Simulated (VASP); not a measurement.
# Cs8N (P6/mmm) in VASP: single point with PBE

Aim: the single point of Cs8N with PBE.

All numbers are computed with VASP 6.6.1; they aren't measurements. Logs are shortened: lines on timing, memory, paths and dates and some standing lists are left out, and cuts for length are marked.

**1. The cell of the first run**

It takes space group P6/mmm (No. 191, hexagonal). Conventional cell: a = 6.988 Å, b = 6.988 Å, c = 9.622 Å, α = 90.00°, β = 90.00°, γ = 120.00°. Within 4.9 Å of Cs (site symmetry mmm) lie 2 N at 3.49 Å and 10 Cs at 3.49 to 4.81 Å. Cs (site symmetry mmm) has 8 Cs at 3.49 to 3.89 Å within 4.6 Å. Within 4.1 Å of Cs (site symmetry 6mm) lie 1 N at 3.11 Å and 7 Cs at 3.41 to 3.89 Å. Within 4.1 Å of N (site symmetry 6/mmm) lie 8 Cs at 3.11 to 3.49 Å.

The cell was generated, and may not be a known phase.

**2. Single point, PBE, collinear spin, ferromagnetic start**

INCAR reads:

```
SYSTEM = Cs8N
PREC     = Accurate       ! precision mode
ENCUT    = 520            ! plane-wave cutoff, eV
EDIFF    = 1E-7           ! SCF threshold, eV
ISMEAR   = 0              ! smearing method
SIGMA    = 0.1            ! smearing width, eV
LREAL    = .FALSE.        ! projectors in reciprocal space
LASPH    = .TRUE.         ! aspherical terms in the spheres
NELM     = 150            ! most SCF steps
ALGO     = Normal         ! electronic algorithm
ISIF     = 2              ! what is computed and relaxed
LWAVE    = .FALSE.        ! write WAVECAR
LCHARG   = .FALSE.        ! write CHGCAR
ISPIN    = 2              ! spin polarisation
MAGMOM   = 0 0 0 0 0 0 0 0 1 ! initial moments
LORBIT   = 11             ! projections on sites
GGA      = PE             ! functional
NBANDS   = 52             ! bands
```

KPOINTS reads:

```
regular mesh
0
G
  3 3 2
  0 0 0
```

POSCAR reads:

```
Cs8N
1.0
    6.9875754800      0.0000000000      0.0000000000
   -3.4937877400      6.0514178800      0.0000000000
    0.0000000000      0.0000000000      9.6217806000
Cs N
8 1
Direct
    0.5000000000      0.0000000000      0.0000000000
    0.0000000000      0.5000000000      0.0000000000
    0.5000000000      0.5000000000      0.0000000000
    0.5000000000      0.0000000000      0.5000000000
    0.0000000000      0.5000000000      0.5000000000
    0.5000000000      0.5000000000      0.5000000000
    0.0000000000      0.0000000000      0.3227892300
    0.0000000000      0.0000000000      0.6772107700
    0.0000000000      0.0000000000      0.0000000000
```

Potentials or basis: VASP PAW PBE potentials, release 64 (Cs_sv, N).

Command:

```sh
> cat potpaw_PBE.64/Cs_sv/POTCAR potpaw_PBE.64/N/POTCAR > POTCAR
> mpirun -np 1 vasp_std > vasp.out
```

OUTCAR:

```text
SYSTEM = Cs8N
   PREC = Accurate
   ENCUT = 520
   EDIFF = 1E-7
   ISMEAR = 0
   LREAL = .FALSE.
   LASPH = .TRUE.
   NELM = 150
   ISIF = 2
   ISPIN = 2
   LORBIT = 11
   GGA = PE

 ion  position               nearest neighbor table
   1  0.500  0.000  0.000-
   2  0.000  0.500  0.000-
   3  0.500  0.500  0.000-
   4  0.500  0.000  0.500-
   5  0.000  0.500  0.500-
   6  0.500  0.500  0.500-
   7  0.000  0.000  0.323-
   8  0.000  0.000  0.677-
   9  0.000  0.000  0.000-

  LATTYP: Found a hexagonal cell.
 ALAT       =     6.9875754800
 C/A-ratio  =     1.3769841381

  Lattice vectors:

 A1 = (   6.9875754800,   0.0000000000,   0.0000000000)
 A2 = (  -3.4937877400,   6.0514178800,   0.0000000000)
 A3 = (   0.0000000000,   0.0000000000,   9.6217806000)

Analysis of symmetry for initial positions (statically):
=====================================================================
 Subroutine PRICEL returns:
 Original cell was already a primitive cell.

 Routine SETGRP: Setting up the symmetry group for a
 hexagonal supercell.

 Subroutine GETGRP returns: Found 24 space group operations
 (whereof 24 operations were pure point group operations)
 out of a pool of 24 trial point group operations.

The static configuration has the point symmetry D_6h.

Analysis of symmetry for dynamics (positions and initial velocities):
=====================================================================
 Subroutine PRICEL returns:
 Original cell was already a primitive cell.

 Routine SETGRP: Setting up the symmetry group for a
 hexagonal supercell.

 Subroutine GETGRP returns: Found 24 space group operations
 (whereof 24 operations were pure point group operations)
 out of a pool of 24 trial point group operations.

The dynamic configuration has the point symmetry D_6h.

Analysis of structural, dynamic, and magnetic symmetry:
=====================================================================
 Subroutine PRICEL returns:
 Original cell was already a primitive cell.

 Routine SETGRP: Setting up the symmetry group for a
 hexagonal supercell.

 Subroutine GETGRP returns: Found 24 space group operations
 (whereof 24 operations were pure point group operations)
 out of a pool of 24 trial point group operations.
[... 138 lines left out ...]

 Free energy of the ion-electron system (eV)
  ---------------------------------------------------
  ext. energy  EPLUGINS =         0.00000000
  ---------------------------------------------------
  free energy    TOTEN  =        -6.57979248 eV

  energy without entropy =       -6.48224915  energy(sigma->0) =       -6.53102082

 E-fermi :   3.1900     XC(G=0):  -8.0478

 val. band max:        3.1858156248   @ k =   0.3333   0.0000   0.0000
 cond. band min:       3.2002434434   @ k =   0.3333   0.0000   0.5000
 fundamental gap:      0.0144278186
 Fermi energy:         3.1900459816

 spin component 1

 k-point     1 :       0.0000    0.0000    0.0000
  band No.  band energies     occupation
      1     -21.2469      1.00000
      2     -20.7237      1.00000
      3     -20.6836      1.00000
      4     -20.6836      1.00000
      5     -20.3963      1.00000
      6     -20.1885      1.00000
[... 307 lines left out ...]
     49       5.2952      0.00000
     50       5.6199      0.00000
 Fermi energy:         3.1900459816

 spin component 2

 k-point     1 :       0.0000    0.0000    0.0000
  band No.  band energies     occupation
      1     -21.2829      1.00000
      2     -20.7175      1.00000
      3     -20.7086      1.00000
      4     -20.7086      1.00000
      5     -20.4289      1.00000
      6     -20.2129      1.00000
[... 307 lines left out ...]
     49       5.2029      0.00000
     50       5.5625      0.00000
 [bands above 50 left out]

------------------------ aborting loop because EDIFF is reached ----------------------------------------

  FORCE on cell =-STRESS in cart. coord.  units (eV):
  Direction    XX          YY          ZZ          XY          YZ          ZX
  --------------------------------------------------------------------------------------
  -------------------------------------------------------------------------------------
  Total       12.6411528     12.6411529      3.2993873      0.0000000     -0.0000000     -0.0000000
  in kB       49.7803744     49.7803744     12.9928603      0.0000000     -0.0000000     -0.0000000
  external PRESSURE =      37.5178697 kB  Pullay stress =       0.0000000 kB

 VOLUME and BASIS-vectors are now :
 -----------------------------------------------------------------------------
  energy-cutoff  :      520.00
  volume of cell :      406.85
      direct lattice vectors                 reciprocal lattice vectors
     6.987575480  0.000000000  0.000000000     0.143111155  0.082625264  0.000000000
    -3.493787740  6.051417880  0.000000000     0.000000000  0.165250528  0.000000000
     0.000000000  0.000000000  9.621780600     0.000000000  0.000000000  0.103930867

 POSITION                                       TOTAL-FORCE (eV/Angst)
 -----------------------------------------------------------------------------------
      3.49379      0.00000      0.00000        -0.000000      0.000000     -0.000000
     -1.74689      3.02571      0.00000        -0.000000      0.000000     -0.000000
      1.74689      3.02571      0.00000        -0.000000      0.000000     -0.000000
      3.49379      0.00000      4.81089        -0.000000      0.000000     -0.000000
     -1.74689      3.02571      4.81089        -0.000000      0.000000     -0.000000
      1.74689      3.02571      4.81089        -0.000000      0.000000     -0.000000
      0.00000      0.00000      3.10581         0.000000     -0.000000     -1.996396
      0.00000      0.00000      6.51597        -0.000000     -0.000000      1.996396
      0.00000      0.00000      0.00000        -0.000000      0.000000     -0.000000
 -----------------------------------------------------------------------------------
    total drift:                                0.000000     -0.000000      0.000000

  FREE ENERGIE OF THE ION-ELECTRON SYSTEM (eV)
  ---------------------------------------------------
  free  energy   TOTEN  =        -6.5797924803 eV

  energy  without entropy=       -6.4822491527  energy(sigma->0) =       -6.53102082

 total charge

# of ion       s       p       d       tot
------------------------------------------
    1        1.846   4.670   0.074   6.590
    2        1.846   4.670   0.074   6.590
    3        1.846   4.670   0.074   6.590
    4        1.848   4.614   0.155   6.618
    5        1.848   4.614   0.155   6.618
    6        1.848   4.614   0.155   6.618
    7        1.854   4.620   0.110   6.584
    8        1.854   4.620   0.110   6.584
    9        1.291   2.102   0.000   3.393
--------------------------------------------------
tot         16.081  39.193   0.909  56.183

 magnetization (x)

# of ion       s       p       d       tot
------------------------------------------
    1        0.001   0.001   0.004   0.007
    2        0.001   0.001   0.004   0.007
    3        0.001   0.001   0.004   0.007
    4       -0.006   0.011  -0.037  -0.032
    5       -0.006   0.011  -0.037  -0.032
    6       -0.006   0.011  -0.037  -0.032
    7       -0.001  -0.006  -0.032  -0.038
    8       -0.001  -0.006  -0.032  -0.038
    9       -0.001  -0.037   0.000  -0.038
--------------------------------------------------
tot         -0.016  -0.012  -0.162  -0.189
```

It took 10 min on 1 thread of Intel Xeon Platinum 8488C (Sapphire Rapids), shared host; peak memory 0.74 GiB.

What came out:

```yaml
Free_energy: -6.5798 eV
Pressure: 3.8 GPa
Largest_force: 1.996 eV/Å
Net_moment: -0.56 μB per cell
Site_moments: Cs +0.01, -0.03, -0.04 (each value once); N -0.04 μB
Valence_electrons_inside_the_program's_atomic_spheres: Cs 6.59, 6.62, 6.58 (each value once); N 3.39
```

Forces in eV/Å, atoms in the order of the input:
```
Cs   0.000  0.000  0.000
Cs   0.000  0.000  0.000
Cs   0.000  0.000  0.000
Cs   0.000  0.000  0.000
Cs   0.000  0.000  0.000
Cs   0.000  0.000  0.000
Cs   0.000  0.000 -1.996
Cs   0.000  0.000  1.996
N    0.000  0.000  0.000
```

Caveat: the cell stands under pressure; a moment this small can come from the mesh or the smearing; spin-orbit coupling is left out, which moves the levels of the heavy elements; forces of over 1 eV/Å act on the atoms, so gaps and moduli don't describe the material at rest.
